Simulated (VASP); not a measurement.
Here is a VASP 6.6.1 calculation.

INCAR

```
SYSTEM = GaP
  PREC = Accurate
  ENCUT = 600
  EDIFF = 1E-6
  ISMEAR = 0
  SIGMA = 0.01
  LREAL = .FALSE.
  LASPH = .TRUE.
  NELM = 60
  ALGO = Normal
  ISIF = 3
  LWAVE = .FALSE.
  LCHARG = .FALSE.
  IBRION = 2
  NSW = 80
  EDIFFG = -0.001
  PSTRESS = 300.0
```

The input KPOINTS:

```
Automatic mesh
0
G
  8 8 8
  0 0 0
```

POSCAR

```
GaP
1.0
    0.0000000000      2.6956501129      2.6956501129
    2.6956501129      0.0000000000      2.6956501129
    2.6956501129      2.6956501129      0.0000000000
Ga P
1 1
Direct
    0.0000000000      0.0000000000      0.0000000000
    0.7500000000      0.7500000000      0.7500000000
```

Potentials or basis: VASP PAW LDA potentials, release 64 (Ga_d, P).

Launch:

```bash
$ cat potpaw_LDA.64/Ga_d/POTCAR potpaw_LDA.64/P/POTCAR > POTCAR
$ mpirun -np 1 vasp_std > vasp.out
```

Task: Estimate the relaxed volume.

Result: 15.89 Å³/atom.

Task: Estimate the band gap on the k mesh.

Result: 0.91 eV, indirect (least direct gap 3.62 eV).

Task: What does it give for the space group after relaxing (to 0.05 Å)?

Result: F-43m (No. 216).

Task: What does it give for the relaxed cell?

Result: a = 3.555 Å, b = 3.555 Å, c = 3.555 Å, α = 60.00°, β = 60.00°, γ = 60.00°.

Final structure:
```
CELL_PARAMETERS angstrom
0.00000 2.51382 2.51382
2.51382 0.00000 2.51382
2.51382 2.51382 0.00000
ATOMIC_POSITIONS crystal
Ga 0.00000 0.00000 0.00000
P 0.75000 0.75000 0.75000
```

Caveat: the cell is relaxed towards a set pressure, so the enthalpy falls and the energy may rise; the volume moved by over 15 % at a fixed basis, so the end points are rough. LDA usually gives volumes a few per cent too small.
